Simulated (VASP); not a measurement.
# Sr (P6/mmm) in VASP: notebook, part 2 of 2

VASP 6.6.1. The steps go on from the part before.

### 3 Single point, PBE (48.80 Å³/atom)

This run uses another cell than the first one, of 48.80 Å³/atom.

File INCAR:

```
  PREC = Accurate
  ENCUT = 520
  EDIFF = 1E-7
  ISMEAR = -1
  SIGMA = 0.1
  LREAL = F
  LASPH = T
  NELM = 100
  ALGO = Normal
  ISIF = 2
  LWAVE = F
  LCHARG = T
  GGA = PE
  LELF = T
  LVHAR = T
  NBANDS = 22
```

File KPOINTS:

```
Automatic mesh
0
Gamma
  7 7 10
```

File POSCAR:

```
Sr
1.0
    6.5661768777      0.0000000000      0.0000000000
   -3.2830884389      5.6864759819      0.0000000000
    0.0000000000      0.0000000000      3.9212076292
Sr
3
Direct
    0.0000000000      1.0000000000      0.0000000000
    0.3333333333      0.6666666667      0.5000000000
    0.6666666667      0.3333333333      0.5000000000
```

Potentials or basis: VASP PAW PBE potentials, release 64 (Sr_sv).

Command:

```sh
cat potpaw_PBE.64/Sr_sv/POTCAR > POTCAR
mpirun -np 1 vasp_std > vasp.out
```

It took 2.9 min on 1 thread of Oxide Virtual Turin-like, shared host; peak memory 0.28 GiB.

Results (log left out):

| Quantity | Value |
| --- | --- |
| Free energy | -4.7321 eV |
| Pressure | 1.7 GPa |
| Band gap on the k mesh | zero (bands 15 and 16 overlap by 0.31 eV) |

Stress tensor (GPa, compression positive):
```
1.81 0.00 0.00
0.00 1.81 0.00
0.00 0.00 1.58
```

Levels at points of the mesh, in eV from the Fermi level:
```tsv
k point	band 12	band 13	band 14	band 15	band 16	band 17	band 18	band 19
(0.00, 0.00, 0.00)	-18.22	-3.79	-0.14	0.24	0.24	0.30	0.30	0.68
(0.00, 0.00, 0.50)	-18.27	-1.33	-0.87	-0.08	-0.08	0.14	0.14	1.86
```

### 4 Single point, PBE (51.02 Å³/atom)

This run uses another cell than the first one, of 51.02 Å³/atom.

File INCAR:

```
SYSTEM = Sr
PREC = Accurate ; ENCUT = 520
EDIFF = 1E-6 ; ISMEAR = -1
SIGMA = 0.1 ; LREAL = .FALSE.
LASPH = .TRUE. ; NELM = 80
ALGO = Normal ; ISIF = 2
LWAVE = .FALSE. ; LCHARG = .TRUE.
GGA = PE ; LELF = .TRUE.
LVHAR = .TRUE. ; NBANDS = 22
```

File KPOINTS:

```
Automatic mesh
0
G
  7 7 10
  0 0 0
```

File POSCAR:

```
Sr
1.0
    6.6641939684      0.0000000000      0.0000000000
   -3.3320969842      5.7713612723      0.0000000000
    0.0000000000      0.0000000000      3.9797417458
Sr
3
Direct
    0.0000000000      1.0000000000      0.0000000000
    0.3333333333      0.6666666667      0.5000000000
    0.6666666667      0.3333333333      0.5000000000
```

Command:

```sh
cat potpaw_PBE.64/Sr_sv/POTCAR > POTCAR
mpirun -np 1 vasp_std > vasp.out
```

Wall time 2.4 min (1 thread of Oxide Virtual Turin-like, shared host); peak memory 0.28 GiB.

Results (log left out):

```
Free energy            : -4.7900 eV
Pressure               : 1.1 GPa
Band gap on the k mesh : zero (bands 15 and 16 overlap by 0.24 eV)
```

Stress tensor (GPa, compression positive):
```
1.10 0.00 0.00
0.00 1.10 0.00
0.00 0.00 0.97
```

Levels at points of the mesh, in eV from the Fermi level:
| k point | band 13 | band 14 | band 15 | band 16 | band 17 | band 18 |
| --- | --- | --- | --- | --- | --- | --- |
| (0.00, 0.00, 0.00) | -3.74 | -0.12 | 0.21 | 0.21 | 0.26 | 0.26 |
| (0.00, 0.00, 0.50) | -1.36 | -0.90 | -0.03 | -0.03 | 0.17 | 0.17 |

### 5 Single point, PBE (53.24 Å³/atom)

This run uses another cell than the first one, of 53.24 Å³/atom.

File INCAR:

```
SYSTEM = Sr
PREC = Accurate ; ENCUT = 520
EDIFF = 1E-6 ; ISMEAR = -1
SIGMA = 0.1 ; LREAL = .FALSE.
LASPH = .TRUE. ; NELM = 100
ALGO = Normal ; ISIF = 2
LWAVE = .FALSE. ; LCHARG = .FALSE.
GGA = PE ; NBANDS = 22
```

KPOINTS is that of step 4.

File POSCAR:

```
Sr
1.0
    6.7594096035      0.0000000000      0.0000000000
   -3.3797048017      5.8538204312      0.0000000000
    0.0000000000      0.0000000000      4.0366028816
Sr
3
Direct
    0.0000000000      1.0000000000      0.0000000000
    0.3333333333      0.6666666667      0.5000000000
    0.6666666667      0.3333333333      0.5000000000
```

Potentials or basis: VASP PAW PBE potentials, release 64 (Sr_sv).

Command:

```sh
cat potpaw_PBE.64/Sr_sv/POTCAR > POTCAR
mpirun -np 1 vasp_std > vasp.out
```

OUTCAR:

```text
SYSTEM = Sr
   PREC = Accurate
   ENCUT = 520
   EDIFF = 1E-6
   ISMEAR = -1
   LREAL = .FALSE.
   LASPH = .TRUE.
   NELM = 100
   ISIF = 2
   GGA = PE

 ion  position               nearest neighbor table
   1  0.000  0.000  0.000-   2 4.39   3 4.39   2 4.39   3 4.39   2 4.39   2 4.39   3 4.39   3 4.39
                             3 4.39   3 4.39   2 4.39   2 4.39
   2  0.333  0.667  0.500-   3 3.90   3 3.90   3 3.90   1 4.39   1 4.39   1 4.39   1 4.39   1 4.39
                             1 4.39
   3  0.667  0.333  0.500-   2 3.90   2 3.90   2 3.90   1 4.39   1 4.39   1 4.39   1 4.39   1 4.39
                             1 4.39

  LATTYP: Found a hexagonal cell.
[... 798 lines left out ...]
  --------------------------------------------------------------------------------------
  -------------------------------------------------------------------------------------
  Total        0.5069375      0.5069375      0.4629350      0.0000000      0.0000000      0.0000000
  in kB        5.0851154      5.0851154      4.6437243      0.0000000      0.0000000      0.0000000
  external PRESSURE =       4.9379850 kB  Pullay stress =       0.0000000 kB

 VOLUME and BASIS-vectors are now :
 -----------------------------------------------------------------------------
  energy-cutoff  :      520.00
  volume of cell :      159.72
      direct lattice vectors                 reciprocal lattice vectors
     6.759409603  0.000000000  0.000000000     0.147941915  0.085414304  0.000000000
    -3.379704802  5.853820431  0.000000000     0.000000000  0.170828609  0.000000000
     0.000000000  0.000000000  4.036602882     0.000000000  0.000000000  0.247733064

 POSITION                                       TOTAL-FORCE (eV/Angst)
 -----------------------------------------------------------------------------------
      0.00000      0.00000      0.00000         0.000000      0.000000      0.000000
     -0.00000      3.90255      2.01830         0.000000     -0.000000     -0.000000
      3.37970      1.95127      2.01830        -0.000000      0.000000      0.000000
 -----------------------------------------------------------------------------------
    total drift:                                0.000000     -0.000000      0.000000

  FREE ENERGIE OF THE ION-ELECTRON SYSTEM (eV)
  ---------------------------------------------------
  free  energy   TOTEN  =        -4.8222755571 eV

  energy  without entropy=       -4.6588208214  energy(sigma->0) =       -4.74054819
```

stdout:

```text
POSCAR found type information on POSCAR Sr
 POSCAR found :  1 types and       3 ions
 scaLAPACK will be used
 LDA part: xc-table for (Slater+PW92), standard interpolation
 POSCAR, INCAR and KPOINTS ok, starting setup
 FFT: planning ... GRIDC
 FFT: planning ... GRID_SOFT
 FFT: planning ... GRID
 WAVECAR not read
 entering main loop
```

Run time: 2.8 min. Hardware: 1 thread of Oxide Virtual Turin-like, shared host; peak memory 0.3 GiB.

Results:

| Quantity | Value |
| --- | --- |
| Free energy | -4.8223 eV |
| Pressure | 0.5 GPa |
| Band gap on the k mesh | zero (bands 15 and 16 overlap by 0.20 eV) |

### 6 Single point, PBE

File INCAR:

```
SYSTEM = Sr
  ALGO = Normal
  EDIFF = 1E-6
  ENCUT = 520
  GGA = PE
  ISIF = 2
  ISMEAR = -1
  LASPH = .TRUE.
  LCHARG = .FALSE.
  LREAL = .FALSE.
  LWAVE = .FALSE.
  NBANDS = 22
  NELM = 60
  PREC = Accurate
  SIGMA = 0.1
```

File KPOINTS:

```
k-points
0
G
  7 7 10
  0 0 0
```

File POSCAR:

```
Sr
1.0
    6.8520157632      0.0000000000      0.0000000000
   -3.4260078816      5.9340197181      0.0000000000
    0.0000000000      0.0000000000      4.0919056836
Sr
3
Direct
    0.0000000000      1.0000000000      0.0000000000
    0.3333333333      0.6666666667      0.5000000000
    0.6666666667      0.3333333333      0.5000000000
```

Potentials or basis: VASP PAW PBE potentials, release 64 (Sr_sv).

Command:

```sh
cat potpaw_PBE.64/Sr_sv/POTCAR > POTCAR
mpirun -np 1 vasp_std > vasp.out
```

OUTCAR:

```text
SYSTEM = Sr
   EDIFF = 1E-6
   ENCUT = 520
   GGA = PE
   ISIF = 2
   ISMEAR = -1
   LASPH = .TRUE.
   LREAL = .FALSE.
   NELM = 60
   PREC = Accurate

 ion  position               nearest neighbor table
   1  0.000  0.000  0.000-   2 4.45   3 4.45   2 4.45   3 4.45   3 4.45   3 4.45   2 4.45   2 4.45
                             3 4.45   3 4.45   2 4.45   2 4.45
   2  0.333  0.667  0.500-   3 3.96   3 3.96   3 3.96   1 4.45   1 4.45   1 4.45   1 4.45   1 4.45
                             1 4.45
   3  0.667  0.333  0.500-   2 3.96   2 3.96   2 3.96   1 4.45   1 4.45   1 4.45   1 4.45   1 4.45
                             1 4.45

  LATTYP: Found a hexagonal cell.
[... 798 lines left out ...]
  --------------------------------------------------------------------------------------
  -------------------------------------------------------------------------------------
  Total        0.0057130      0.0057130      0.0274181      0.0000000      0.0000000      0.0000000
  in kB        0.0550150      0.0550150      0.2640311      0.0000000      0.0000000      0.0000000
  external PRESSURE =       0.1246870 kB  Pullay stress =       0.0000000 kB

 VOLUME and BASIS-vectors are now :
 -----------------------------------------------------------------------------
  energy-cutoff  :      520.00
  volume of cell :      166.38
      direct lattice vectors                 reciprocal lattice vectors
     6.852015763  0.000000000  0.000000000     0.145942455  0.084259915  0.000000000
    -3.426007882  5.934019718  0.000000000     0.000000000  0.168519831  0.000000000
     0.000000000  0.000000000  4.091905684     0.000000000  0.000000000  0.244384909

 POSITION                                       TOTAL-FORCE (eV/Angst)
 -----------------------------------------------------------------------------------
      0.00000      0.00000      0.00000        -0.000000      0.000000      0.000000
     -0.00000      3.95601      2.04595         0.000000      0.000000     -0.000000
      3.42601      1.97801      2.04595        -0.000000      0.000000      0.000000
 -----------------------------------------------------------------------------------
    total drift:                                0.000000      0.000000      0.000000

  FREE ENERGIE OF THE ION-ELECTRON SYSTEM (eV)
  ---------------------------------------------------
  free  energy   TOTEN  =        -4.8328538553 eV

  energy  without entropy=       -4.6669591335  energy(sigma->0) =       -4.74990649
```

stdout:

```text
POSCAR found type information on POSCAR Sr
 POSCAR found :  1 types and       3 ions
 scaLAPACK will be used
 LDA part: xc-table for (Slater+PW92), standard interpolation
 POSCAR, INCAR and KPOINTS ok, starting setup
 FFT: planning ... GRIDC
 FFT: planning ... GRID_SOFT
 FFT: planning ... GRID
 WAVECAR not read
 entering main loop
```

It took 2.9 min on 1 thread of Oxide Virtual Turin-like, shared host; peak memory 0.32 GiB.

Results:

* Free energy: -4.8329 eV
* Pressure: 0.0 GPa
* Band gap on the k mesh: zero (bands 15 and 16 overlap by 0.20 eV)

### 7 Single point, PBE (57.68 Å³/atom)

This run uses another cell than the first one, of 57.68 Å³/atom.

File INCAR:

```
SYSTEM = Sr
  PREC = Accurate
  ENCUT = 520
  EDIFF = 1E-6
  ISMEAR = -1
  SIGMA = 0.1
  LREAL = .FALSE.
  LASPH = .TRUE.
  NELM = 100
  ALGO = Normal
  ISIF = 2
  LWAVE = .FALSE.
  LCHARG = .FALSE.
  GGA = PE
  NBANDS = 22
```

File KPOINTS:

```
regular mesh
0
G
  7 7 10
  0 0 0
```

File POSCAR:

```
Sr
1.0
    6.9421842056      0.0000000000      0.0000000000
   -3.4710921028      6.0121078798      0.0000000000
    0.0000000000      0.0000000000      4.1457527229
Sr
3
Direct
    0.0000000000      1.0000000000      0.0000000000
    0.3333333333      0.6666666667      0.5000000000
    0.6666666667      0.3333333333      0.5000000000
```

Command:

```sh
cat potpaw_PBE.64/Sr_sv/POTCAR > POTCAR
mpirun -np 1 vasp_std > vasp.out
```

It took 2.8 min on 1 thread of Oxide Virtual Turin-like, shared host; peak memory 0.33 GiB.

The run converged. Its results:

| Item | Value |
| --- | --- |
| Free energy | -4.8250 eV |
| Pressure | -0.4 GPa |
| Band gap on the k mesh | zero (bands 15 and 16 overlap by 0.20 eV) |

Levels at points of the mesh, in eV from the Fermi level:
```
           k point  band 12  band 13  band 14  band 15  band 16  band 17  band 18  band 19
(0.00, 0.00, 0.00)   -18.58    -3.56    -0.06     0.17     0.17     0.20     0.20     0.47
(0.00, 0.00, 0.50)   -18.61    -1.38    -0.95     0.11     0.11     0.26     0.26     1.69
```

### 8 Summary

| cell | k mesh | gap on the mesh (eV) | pressure (GPa) |
| --- | --- | --- | --- |
| a = 6.852, b = 6.852, c = 4.092 Å, angles 90.0, 90.0, 120.0°, 3 atoms | 6 × 6 × 8 | none | 0.0 |
| a = 6.566, b = 6.566, c = 3.921 Å, angles 90.0, 90.0, 120.0°, 3 atoms | 7 × 7 × 10 | none | 1.7 |
| a = 6.664, b = 6.664, c = 3.980 Å, angles 90.0, 90.0, 120.0°, 3 atoms | 7 × 7 × 10 | none | 1.1 |
| a = 6.759, b = 6.759, c = 4.037 Å, angles 90.0, 90.0, 120.0°, 3 atoms | 7 × 7 × 10 | none | 0.5 |
| a = 6.852, b = 6.852, c = 4.092 Å, angles 90.0, 90.0, 120.0°, 3 atoms | 7 × 7 × 10 | none | 0.0 |
| a = 6.942, b = 6.942, c = 4.146 Å, angles 90.0, 90.0, 120.0°, 3 atoms | 7 × 7 × 10 | none | -0.4 |

Alike in all rows: task single point; level PBE; potentials or basis VASP PAW PBE potentials, release 64 (Sr_sv); no spin polarisation; cutoff (eV) 520; smearing fermi-dirac 0.1 eV.

Total energies depend on the potentials used, so only differences within one code and one set of settings carry meaning.
